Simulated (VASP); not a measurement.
# Na (I4/mmm) in VASP: further runs

Runs on Na. Level: PBEsol. Tasks: single point.

All numbers are computed with VASP 6.6.1; they aren't measurements. Logs are shortened: lines on timing, memory, paths and dates and some standing lists are left out, and cuts for length are marked.

**1. The cell of the first run**

The structure is tetragonal, space group I4/mmm (No. 139). The conventional cell has a = 4.235 Å, b = 4.235 Å, c = 4.341 Å, α = 90.00°, β = 90.00°, γ = 90.00°. Na (site symmetry 4/mmm) has 14 Na at 3.70 to 4.34 Å within 4.9 Å.

**2. Single point, PBEsol (strain +0.000 along x and y, +0.025 along z)**

File INCAR:

```
PREC     = Accurate       # precision mode
ENCUT    = 520            # plane-wave cutoff, eV
EDIFF    = 1E-6           # SCF threshold, eV
ISMEAR   = 0              # smearing method
SIGMA    = 0.15           # smearing width, eV
LREAL    = False          # projectors in reciprocal space
LASPH    = True           # aspherical terms in the spheres
NELM     = 100            # most SCF steps
ALGO     = Fast           # electronic algorithm
ISIF     = 2              # what is computed and relaxed
LWAVE    = False          # write WAVECAR
LCHARG   = False          # write CHGCAR
GGA      = PS             # functional
NBANDS   = 10             # bands
```

File KPOINTS:

```
regular mesh
0
Gamma
  16 16 16
```

File POSCAR:

```
Na
1.0
   -2.1175000000      2.1175000000      2.1704375000
    2.1175000000     -2.1175000000      2.1704375000
    2.1175000000      2.1175000000     -2.1704375000
Na
1
Direct
    0.0000000000      0.0000000000      0.0000000000
```

Potentials or basis: VASP PAW PBE potentials, release 64 (Na_pv).

On the command line:

```console
$ cat potpaw_PBE.64/Na_pv/POTCAR > POTCAR
$ mpirun -np 1 vasp_std > vasp.out
```

OUTCAR:

```text
PREC = Accurate
   ENCUT = 520
   EDIFF = 1E-6
   ISMEAR = 0
   LREAL = False
   LASPH = True
   NELM = 100
   ISIF = 2
   GGA = PS

 ion  position               nearest neighbor table
   1  0.000  0.000  0.000-

  LATTYP: Found a body centered tetragonal cell.
 ALAT       =     4.2350000000
 C/A-ratio  =     1.0250000000

  Lattice vectors:

 A1 = (  -2.1175000000,   2.1175000000,   2.1704375000)
 A2 = (   2.1175000000,  -2.1175000000,   2.1704375000)
 A3 = (   2.1175000000,   2.1175000000,  -2.1704375000)

Analysis of symmetry for initial positions (statically):
=====================================================================
 Subroutine PRICEL returns:
 Original cell was already a primitive cell.

 Routine SETGRP: Setting up the symmetry group for a
 body centered tetragonal supercell.

 Subroutine GETGRP returns: Found 16 space group operations
 (whereof 16 operations were pure point group operations)
 out of a pool of 16 trial point group operations.

The static configuration has the point symmetry D_4h.

Analysis of symmetry for dynamics (positions and initial velocities):
=====================================================================
 Subroutine PRICEL returns:
 Original cell was already a primitive cell.

 Routine SETGRP: Setting up the symmetry group for a
 body centered tetragonal supercell.

 Subroutine GETGRP returns: Found 16 space group operations
 (whereof 16 operations were pure point group operations)
 out of a pool of 16 trial point group operations.

The dynamic configuration has the point symmetry D_4h.

 Subroutine INISYM returns: Found 16 space group operations
 (whereof 16 operations are pure point group operations),
 and found     1 'primitive' translations

----------------------------------------------------------------------------------------

                                     Primitive cell

  volume of cell :      38.9273

  direct lattice vectors                    reciprocal lattice vectors
    -2.117500000  2.117500000  2.170437500     0.000000000  0.236127509  0.230368301
     2.117500000 -2.117500000  2.170437500     0.236127509  0.000000000  0.230368301
     2.117500000  2.117500000 -2.170437500     0.236127509  0.236127509  0.000000000

  length of vectors
     3.698433647  3.698433647  3.698433647     0.329887488  0.329887488  0.333934725

  position of ions in fractional coordinates (direct lattice)
     0.000000000  0.000000000  0.000000000

  ion indices of the primitive-cell ions
   primitive index   ion index
                 1           1

----------------------------------------------------------------------------------------

 KPOINTS: regular mesh

Automatic generation of k-mesh.
 Grid dimensions read from file:
 generate k-points for:   16   16   16

 Generating k-lattice:

  Cartesian coordinates                     Fractional coordinates (reciprocal lattice)
     0.000000000  0.014757969  0.014398019     0.062500000 -0.000000000  0.000000000
     0.014757969  0.000000000  0.014398019    -0.000000000  0.062500000  0.000000000
     0.014757969  0.014757969  0.000000000     0.000000000  0.000000000  0.062500000

  Length of vectors
     0.020617968  0.020617968  0.020870920

  Shift w.r.t. Gamma in fractional coordinates (k-lattice)
     0.000000000  0.000000000  0.000000000

 Subroutine IBZKPT returns following result:
 ===========================================

 Found    349 irreducible k-points:

 Following reciprocal coordinates:
            Coordinates               Weight
  0.000000  0.000000  0.000000      1.000000
  0.062500  0.000000 -0.000000      8.000000
  0.125000  0.000000 -0.000000      8.000000
  0.187500  0.000000 -0.000000      8.000000
  0.250000  0.000000 -0.000000      8.000000
  0.312500  0.000000 -0.000000      8.000000
[... 16 lines left out ...]
 -0.125000  0.062500  0.000000     16.000000
 -0.062500  0.062500  0.000000      4.000000
 [... further k-points ...]
   k-points           NKPTS =    349   k-points in BZ     NKDIM =    349   number of bands    NBANDS=     10
   number of dos      NEDOS =    301   number of ions     NIONS =      1
   total plane-waves  NPLWV =  21952
   dimension x,y,z NGX =    28 NGY =   28 NGZ =   28
   dimension x,y,z NGXF=    56 NGYF=   56 NGZF=   56
   ions per type =               1
   NGX,Y,Z   is equivalent  to a cutoff of  12.59, 12.59, 12.59 a.u.
   NGXF,Y,Z  is equivalent  to a cutoff of  25.17, 25.17, 25.17 a.u.
 SYSTEM =  unknown system
   PREC   = accura    normal or accurate (medium, high low for compatibility)
   ISTART =      0    job   : 0-new  1-cont  2-samecut
   ICHARG =      2    charge: 1-file 2-atom 10-const
   ISPIN  =      1    spin polarized calculation?
   LNONCOLLINEAR =      F non collinear calculations
   LSORBIT =      F    spin-orbit coupling
   LASPH  =      T    aspherical Exc in radial PAW
   ENCUT  =  520.0 eV  38.22 Ry    6.18 a.u.   6.88  6.88  6.88*2*pi/ulx,y,z
   NELM   =    100;   NELMIN=  2; NELMDL= -5     # of ELM steps
   EDIFF  = 0.1E-05   stopping-criterion for ELM
   LREAL  =      F    real-space projection
   EDIFFG = 0.1E-04   stopping-criterion for IOM
   NSW    =      0    number of steps for IOM
   IBRION =     -1    ionic relax: 0-MD 1-quasi-New 2-CG
   NFREE  =      0    steps in history (QN), initial steepest desc. (CG)
   ISIF   =      2    stress and relaxation
   ISYM   =      2    0-nonsym 1-usesym 2-fastsym
   POTIM  = 0.5000    time-step for ionic-motion
   TEBEG  =    0.0;   TEEND  =   0.0 temperature during run
   PSTRESS=    0.0 pullay stress
   NELECT =       7.0000    total number of electrons
   NUPDOWN=      -1.0000    fix difference up-down
   EMIN   =  10.00;   EMAX   =-10.00  energy-range for DOS
   EFERMI =   0.00;   METHOD = LEGACY
   ISMEAR =     0;   SIGMA  =   0.15  broadening in eV -4-tet -1-fermi 0-gaus
   EFERMI_NEDOS =   21; number of points for ismear=-14 and -15
   IALGO  =     68    algorithm
   IMIX   =      4    mixing-type and parameters
     AMIX     =   0.40;   BMIX     =  1.00
     AMIX_MAG =   1.60;   BMIX_MAG =  1.00
  volume/ion in A,a.u.               =      38.93       262.69
  Fermi-wavevector in a.u.,A,eV,Ry     =   0.924037  1.746177 11.617264  0.853845
  Thomas-Fermi vector in A             =   2.049739
   LORBIT       =      0    0 simple, 1 ext, 2 COOP (PROOUT), +10 PAW based schemes
   GGA     = PS    functional components
   LHFCALC =     F    Hartree Fock is set to
   AEXX    =    0.0000 exact exchange contribution
   IVDW    =     0    specifies the selected vdW correction
   LEPSILON=     F    determine dielectric tensor
   LRPA    =     F    only Hartree local field effects (RPA)
 non-spin polarized calculation
 RMM-DIIS sequential band-by-band and
 Gauss-broadening in eV      SIGMA  =   0.15
  energy-cutoff  :      520.00
  volume of cell :       38.93
 maximum number of plane-waves:      1068
   NGX = 13   NGY = 13   NGZ = 13

 number of electron       7.0000009 magnetization

 Free energy of the ion-electron system (eV)
  ---------------------------------------------------
  ext. energy  EPLUGINS =         0.00000000
  ---------------------------------------------------
  free energy    TOTEN  =        -1.39823749 eV

  energy without entropy =       -1.39298487  energy(sigma->0) =       -1.39561118

 E-fermi :   0.1704     XC(G=0):  -6.3738

 val. band max:        0.1332397799   @ k =   0.4375   0.0000  -0.0000
 cond. band min:       0.1724278328   @ k =   0.5000   0.1875  -0.0000
 fundamental gap:      0.0391880529
 Fermi energy:         0.1703762100

 k-point     1 :       0.0000    0.0000    0.0000
  band No.  band energies     occupation
      1     -24.6558      2.00000
      2     -24.6558      2.00000
      3     -24.6558      2.00000
      4      -3.0045      2.00000
      5      11.4744      0.00000
      6      11.4744      0.00000
      7      11.8344      0.00000
      8      12.3919      0.00000
      9      12.7468      0.00000
     10      13.0483      0.00000

 k-point     2 :       0.0625    0.0000   -0.0000
  band No.  band energies     occupation
      1     -24.6570      2.00000
      2     -24.6562      2.00000
      3     -24.6558      2.00000
      4      -2.9385      2.00000
      5      10.5348      0.00000
      6      11.1019      0.00000
      7      11.4672      0.00000
      8      11.9021      0.00000
      9      12.1392      0.00000
     10      13.1763      0.00000

 k-point     3 :       0.1250    0.0000   -0.0000
  band No.  band energies     occupation
      1     -24.6603      2.00000
      2     -24.6573      2.00000
      3     -24.6558      2.00000
      4      -2.7410      2.00000
      5       8.9588      0.00000
      6      10.4380      0.00000
      7      10.8875      0.00000
      8      11.2791      0.00000
      9      11.8148      0.00000
     10      13.2992      0.00000

 k-point     4 :       0.1875    0.0000   -0.0000
  band No.  band energies     occupation
      1     -24.6652      2.00000
      2     -24.6590      2.00000
      3     -24.6557      2.00000
      4      -2.4133      2.00000
      5       7.4086      0.00000
      6       9.8015      0.00000
      7      10.3528      0.00000
      8      10.6657      0.00000
      9      11.4873      0.00000
     10      13.6261      0.00000

 k-point     5 :       0.2500    0.0000   -0.0000
  band No.  band energies     occupation
      1     -24.6710      2.00000
      2     -24.6609      2.00000
      3     -24.6557      2.00000
      4      -1.9580      2.00000
      5       5.9439      0.00000
      6       9.2602      0.00000
      7       9.9054      0.00000
      8      10.1579      0.00000
      9      11.1132      0.00000
     10      13.7993      0.00000

 k-point     6 :       0.3125    0.0000   -0.0000
  band No.  band energies     occupation
      1     -24.6768      2.00000
      2     -24.6628      2.00000
      3     -24.6556      2.00000
      4      -1.3781      2.00000
      5       4.5775      0.00000
      6       8.8320      0.00000
      7       9.5551      0.00000
      8       9.7626      0.00000
      9      10.7646      0.00000
     10      14.2410      0.00000
[... 183 lines left out ...]
 k-point    21 :      -0.2500    0.0625    0.0000
  band No.  band energies     occupation
      1     -24.6686      2.00000
      2     -24.6598      2.00000
      3     -24.6562      2.00000
      4      -2.1463      2.00000
      5       6.6797      0.00000
      6       8.7844      0.00000
      7       9.8117      0.00000
      8      10.9147      0.00000
      9      11.7627      0.00000
     10      13.0018      0.00000

 k-point    22 :      -0.1875    0.0625    0.0000
  band No.  band energies     occupation
      1     -24.6634      2.00000
      2     -24.6579      2.00000
      3     -24.6562      2.00000
      4      -2.5393      2.00000
      5       8.1755      0.00000
      6       9.3940      0.00000
      7      10.2948      0.00000
      8      11.4069      0.00000
      9      11.9133      0.00000
     10      13.0477      0.00000

 k-point    23 :      -0.1250    0.0625    0.0000
  band No.  band energies     occupation
      1     -24.6593      2.00000
      2     -24.6566      2.00000
      3     -24.6561      2.00000
      4      -2.8035      2.00000
      5       9.7123      0.00000
      6      10.1173      0.00000
      7      10.8138      0.00000
      8      11.6651      0.00000
      9      12.1527      0.00000
     10      13.3145      0.00000

 k-point    24 :      -0.0625    0.0625    0.0000
  band No.  band energies     occupation
      1     -24.6570      2.00000
      2     -24.6562      2.00000
      3     -24.6558      2.00000
      4      -2.9369      2.00000
      5      10.8529      0.00000
      6      10.9941      0.00000
      7      11.1629      0.00000
      8      11.7833      0.00000
      9      12.2180      0.00000
     10      13.3154      0.00000

 [... further k-points ...]

------------------------ aborting loop because EDIFF is reached ----------------------------------------

  FORCE on cell =-STRESS in cart. coord.  units (eV):
  Direction    XX          YY          ZZ          XY          YZ          ZX
  --------------------------------------------------------------------------------------
  -------------------------------------------------------------------------------------
  Total       -0.1071901     -0.1071901     -0.1135894      0.0000000      0.0000000      0.0000000
  in kB       -4.4117532     -4.4117532     -4.6751376      0.0000000      0.0000000      0.0000000
  external PRESSURE =      -4.4995480 kB  Pullay stress =       0.0000000 kB

 VOLUME and BASIS-vectors are now :
 -----------------------------------------------------------------------------
  energy-cutoff  :      520.00
  volume of cell :       38.93
      direct lattice vectors                 reciprocal lattice vectors
    -2.117500000  2.117500000  2.170437500     0.000000000  0.236127509  0.230368301
     2.117500000 -2.117500000  2.170437500     0.236127509  0.000000000  0.230368301
     2.117500000  2.117500000 -2.170437500     0.236127509  0.236127509  0.000000000

 POSITION                                       TOTAL-FORCE (eV/Angst)
 -----------------------------------------------------------------------------------
      0.00000      0.00000      0.00000        -0.000000     -0.000000     -0.000000
 -----------------------------------------------------------------------------------
    total drift:                                0.000000     -0.000000      0.000000

  FREE ENERGIE OF THE ION-ELECTRON SYSTEM (eV)
  ---------------------------------------------------
  free  energy   TOTEN  =        -1.3982374900 eV

  energy  without entropy=       -1.3929848658  energy(sigma->0) =       -1.39561118
```

Wall time 3.6 min (1 thread of Oxide Virtual Turin-like, shared host); peak memory 0.2 GiB.

What came out:

| Item | Value |
| --- | --- |
| Free energy | -1.3982 eV |
| Pressure | -0.4 GPa |

Caveat: the cell differs from its parent crystal (strain +0.000 along x and y, +0.025 along z); the PAW data sets were made with another functional, which shifts forces and pressure a little.

**3. Single point, PBEsol (strain +0.025 along x and y, +0.000 along z)**

File INCAR:

```
SYSTEM = Na
ALGO = Fast
EDIFF = 1E-6
ENCUT = 520
GGA = PS
ISIF = 2
ISMEAR = 0
LASPH = .TRUE.
LCHARG = .TRUE.
LELF = .TRUE.
LREAL = .FALSE.
LVHAR = .TRUE.
LWAVE = .FALSE.
NBANDS = 10
NELM = 100
PREC = Accurate
SIGMA = 0.15
```

File KPOINTS:

```
k-points
0
G
  16 16 16
  0 0 0
```

File POSCAR:

```
Na
1.0
   -2.1704375000      2.1704375000      2.1175000000
    2.1704375000     -2.1704375000      2.1175000000
    2.1704375000      2.1704375000     -2.1175000000
Na
1
Direct
    0.0000000000      0.0000000000      0.0000000000
```

Potentials or basis: VASP PAW PBE potentials, release 64 (Na_pv).

On the command line:

```console
$ cat potpaw_PBE.64/Na_pv/POTCAR > POTCAR
$ mpirun -np 1 vasp_std > vasp.out
```

Wall time 2.9 min (1 thread of Oxide Virtual Turin-like, shared host); peak memory 0.2 GiB.

The run converged. Its results:

| Quantity | Value |
| --- | --- |
| Free energy | -1.3948 eV |
| Pressure | -0.6 GPa |

Levels at points of the mesh, in eV from the Fermi level:
```tsv
k point	band 1	band 2	band 3	band 4	band 5	band 6	band 7	band 8	band 9
(0.00, 0.00, 0.00)	-24.85	-24.85	-24.85	-3.12	11.03	11.39	11.39	12.05	12.41
(0.50, 0.00, 0.00)	-24.88	-24.86	-24.85	0.76	1.19	7.80	8.57	8.74	9.80
(0.50, 0.50, 0.00)	-24.88	-24.86	-24.85	0.67	1.08	8.11	8.87	9.05	9.97
(0.50, 0.50, 0.50)	-24.87	-24.87	-24.87	4.30	4.48	4.51	4.51	4.92	7.19
```

Caveat: the cell differs from its parent crystal (strain +0.025 along x and y, +0.000 along z); the PAW data sets were made with another functional, which shifts forces and pressure a little.

(Continued in part 2 of 2.)
